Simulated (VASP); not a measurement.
Si18HC18 (a cell with a defect), 37 atoms in the cell. The cell holds a defect, 37 atoms: a = 7.378 Å, b = 7.378 Å, c = 7.378 Å, α = 77.90°, β = 77.90°, γ = 77.90°.  This cell differs from its parent crystal: with an interstitial atom, then relaxed in part.

| Item | Value |
| --- | --- |
| Program | VASP 6.6.1 |
| Task | single point |
| Functional | PBE |
| Potentials or basis | VASP PAW PBE potentials, release 64 (Si, C, H) |
| Cutoff | 520 eV |
| k mesh | 2 × 2 × 2, shifted |
| Occupations | gaussian, width 0.01 eV |
| Spin | collinear spin |
| Dipole correction | no |
| Further INCAR settings | LREAL = Auto; ALGO = Normal; EDIFF = 1e-07; NBANDS = 100 |

Potentials or basis: VASP PAW PBE potentials, release 64 (Si, C, H).

Launch:

```bash
$ cat potpaw_PBE.64/Si/POTCAR potpaw_PBE.64/C/POTCAR potpaw_PBE.64/H/POTCAR > POTCAR
$ mpirun -np 1 vasp_std > vasp.out
```

Hardware: 1 thread of Oxide Virtual Turin-like Processor, with other jobs on the host.

Problem. How long does it take, and how much memory?

Solution. Wall time 12 min on 1 thread of Oxide Virtual Turin-like Processor (shared host), peak memory 0.62 GiB. Counts: scf iterations 18, k points 4.
